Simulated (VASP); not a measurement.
A run of VASP 6.6.1:

The input POSCAR:

```
Hg
1.0
    3.3374995849      0.0000000000      0.0000000000
   -1.6687497925      2.8903594256      0.0000000000
    0.0000000000      0.0000000000     10.5882697211
Hg
4
Direct
    0.0000000000      0.0000000000      0.0000000000
    0.3333333333      0.6666666667      0.2500000000
    0.0000000000      0.0000000000      0.5000000000
    0.6666666667      0.3333333333      0.7500000000
```

INCAR.step1

```
  PREC = Accurate
  ENCUT = 400
  EDIFF = 1E-6
  ISMEAR = 0
  SIGMA = 0.1
  LREAL = F
  LASPH = T
  NELM = 120
  ALGO = Normal
  ISIF = 2
  LWAVE = F
  LCHARG = T
  GGA = PE
  IVDW = 12
  NBANDS = 32
  GGA_COMPAT = F
  NEDOS = 2001
  LORBIT = 11
```

The input KPOINTS.step1:

```
Automatic mesh
0
Gamma
  15 15 4
```

The input INCAR.step2:

```
  PREC = Accurate
  ENCUT = 400
  EDIFF = 1E-6
  ISMEAR = -5
  SIGMA = 0.1
  LREAL = F
  LASPH = T
  NELM = 120
  ALGO = Normal
  ISIF = 2
  LWAVE = F
  LCHARG = F
  GGA = PE
  IVDW = 12
  LORBIT = 11
  NEDOS = 1001
  ICHARG = 11
  GGA_COMPAT = F
```

Contents of KPOINTS.step2:

```
Automatic mesh
0
Gamma
  23 23 6
```

Potentials or basis: VASP PAW PBE potentials, release 64 (Hg).

Command:

```bash
$ cat potpaw_PBE.64/Hg/POTCAR > POTCAR
$ cp INCAR.step1 INCAR
$ cp KPOINTS.step1 KPOINTS
$ mpirun -np 1 vasp_std > vasp.out
$ cp INCAR.step2 INCAR
$ cp KPOINTS.step2 KPOINTS
$ mpirun -np 1 vasp_std > vasp.out
```

Hardware: 1 thread of Oxide Virtual Turin-like Processor, with other jobs on the host.

Task: How long does it take, and how much memory?

Result: Wall time 7.3 min on 1 thread of Oxide Virtual Turin-like Processor (shared host), peak memory 0.39 GiB. Counts: k points 224.
